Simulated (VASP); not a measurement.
Crystal: HgTe.

```
CELL_PARAMETERS angstrom
0.00000 3.21450 3.21450
3.21450 0.00000 3.21450
3.21450 3.21450 0.00000
ATOMIC_POSITIONS crystal
Hg 0.00000 0.00000 0.00000
Te 0.75000 0.75000 0.75000
```

* Program: VASP 6.6.1
* Task: relaxation of cell and atoms
* Functional: r2SCAN
* Dispersion: rVV10
* Potentials or basis: VASP PAW PBE potentials, release 64 (Hg, Te)
* Cutoff: 550 eV
* k mesh: 3 × 3 × 3
* Occupations: methfessel-paxton, width 0.2 eV
* Spin: no spin polarisation

At the start: pressure 4.0 GPa; volume 33.22 Å³/atom.

Question: How do energy, volume and symmetry change on relaxing?

Answer: Over 3 steps the energy falls by 32.5 meV/atom and the volume is 36.06 Å³/atom (+8.6 %); space group F-43m (No. 216, to 0.1 Å) before and after.

Step by step:
```csv
step,energy change (eV),largest force (eV/Å),pressure (GPa),volume (Å³)
1,0.0000,0.0000,3.97,66.43
2,-0.0551,0.0000,-1.23,74.66
3,-0.0651,0.0000,0.02,72.12
```

Final structure:
```xyz
2
Lattice="0.0000 3.3038 3.3038 3.3038 0.0000 3.3038 3.3038 3.3038 0.0000" Properties=species:S:1:pos:R:3 pbc="T T T"
Hg    0.0000    0.0000    0.0000
Te    4.9557    4.9557    4.9557
```

Caveat: the k points lie up to 0.55 Å⁻¹ apart in the final cell; the PAW data sets were made with another functional, which shifts forces and pressure a little.
